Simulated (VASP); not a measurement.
**LiBe16 (a cell with a defect): single point with PBE**

LiBe16 (a cell with a defect):

```
CELL_PARAMETERS angstrom
-2.29000 -3.96640 0.00000
3.43500 -1.98320 0.00000
0.00000 0.00000 7.17686
ATOMIC_POSITIONS crystal
Be 0.75510 0.48557 0.03785
Be 0.49919 0.32708 0.26098
Be 0.74942 0.46873 0.52945
Be 0.54153 0.52628 0.79801
Be 0.50116 0.96687 0.98739
Be 0.25120 0.82383 0.24203
Be 0.50845 0.95929 0.47368
Be 0.17606 0.74370 0.75063
Be 0.24381 0.47073 0.01360
Be 0.99705 0.32657 0.26303
Be 0.25023 0.50498 0.49000
Be 0.94086 0.34383 0.78844
Be 0.99815 0.98682 0.00272
Be 0.74985 0.83341 0.24656
Be 0.00704 0.98454 0.48777
Be 0.75829 0.91294 0.72881
Li 0.32692 0.16575 0.70856
```

```json
{
 "Program": "VASP 6.6.1",
 "Task": "single point",
 "Functional": "PBE",
 "Potentials or basis": "VASP PAW PBE potentials, release 64 (Be, Li_sv)",
 "Cutoff": "520 eV",
 "k mesh": "4 × 4 × 3",
 "Occupations": "gaussian, width 0.1 eV",
 "Spin": "no spin polarisation"
}
```

* Largest force: 0.368 eV/Å
* Band gap on the k mesh: zero (an odd number of electrons rules out a gap without spin polarisation)

Forces on the atoms (eV/Å):
```
Be  -0.004 -0.032 -0.010
Be  -0.047  0.033 -0.024
Be   0.022  0.000 -0.073
Be   0.288 -0.161  0.014
Be  -0.034 -0.017 -0.008
Be  -0.038  0.048 -0.025
Be   0.007  0.093  0.034
Be   0.021  0.194 -0.093
Be  -0.027  0.010 -0.085
Be  -0.019  0.042 -0.078
Be  -0.088  0.158  0.021
Be  -0.068  0.065 -0.075
Be  -0.007 -0.010  0.027
Be  -0.020 -0.032  0.047
Be   0.063 -0.131  0.057
Be   0.047 -0.069 -0.029
Li  -0.096 -0.191  0.299
```

Levels at points of the mesh, in eV from the Fermi level:
```
           k point  band 13  band 14  band 15  band 16  band 17  band 18  band 19  band 20  band 21  band 22
(0.00, 0.00, 0.00)    -3.46    -3.41    -3.09    -0.77    -0.44     0.32     0.69     0.84     1.60     1.74
(0.50, 0.00, 0.00)    -2.13    -2.09    -2.07    -1.59    -0.88    -0.29    -0.16     0.42     0.65     0.84
(0.00, 0.50, 0.00)    -3.54    -3.51    -3.01    -2.56    -2.03    -0.22     0.47     1.26     1.40     1.54
(0.50, 0.50, 0.00)    -4.90    -1.22    -0.93    -0.88    -0.06     0.45     0.84     1.01     1.80     2.95
```

Wall time 2.3 min on 1 thread of AMD EPYC 9R45 96-Core Processor (Zen 5), with other jobs on the host, peak memory 0.22 GiB.

Caveat: the k points lie up to 0.40 Å⁻¹ apart, too coarse for converged energies and pressures of a metal.
